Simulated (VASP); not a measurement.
Mg3Te:

```xyz
4
Lattice="4.6318 0.0000 0.0000 0.0000 4.6318 0.0000 0.0000 0.0000 4.3697" Properties=species:S:1:pos:R:3 pbc="T T T"
Mg    0.0000    2.3159    2.1848
Mg    2.3159    0.0000    2.1848
Mg    2.3159    2.3159    0.0000
Te    0.0000    0.0000    0.0000
```

The cell was generated, and may not be a known phase.

```yaml
Program: VASP 6.6.1
Task: relaxation of cell and atoms
Functional: PBE
Potentials_or_basis: VASP PAW PBE potentials, release 64 (Mg, Te)
Cutoff: 600 eV
k_mesh: 10 × 10 × 10
Occupations: gaussian, width 0.1 eV
Spin: no spin polarisation
```

At the start: pressure 1.8 GPa; volume 23.44 Å³/atom.

Question: Where does the relaxation end?

Answer: Over 6 steps the energy falls by 6.1 meV/atom and the volume is 24.51 Å³/atom (+4.6 %); space group P4/mmm (No. 123, to 0.1 Å) before and after.

Step by step:
```csv
step,energy change (eV),largest force (eV/Å),pressure (GPa),volume (Å³)
1,0.0000,0.0000,1.85,93.75
2,-0.0237,0.0000,0.24,97.46
3,-0.0242,0.0000,-0.01,98.13
4,-0.0242,0.0000,0.02,98.04
5,-0.0243,0.0000,0.02,98.03
6,-0.0244,0.0000,0.02,98.02
```

Final structure:
```xyz
4
Lattice="4.7105 0.0000 0.0000 0.0000 4.7105 0.0000 0.0000 0.0000 4.4178" Properties=species:S:1:pos:R:3 pbc="T T T"
Mg    0.0000    2.3552    2.2089
Mg    2.3552    0.0000    2.2089
Mg    2.3552    2.3552    0.0000
Te    0.0000    0.0000    0.0000
```
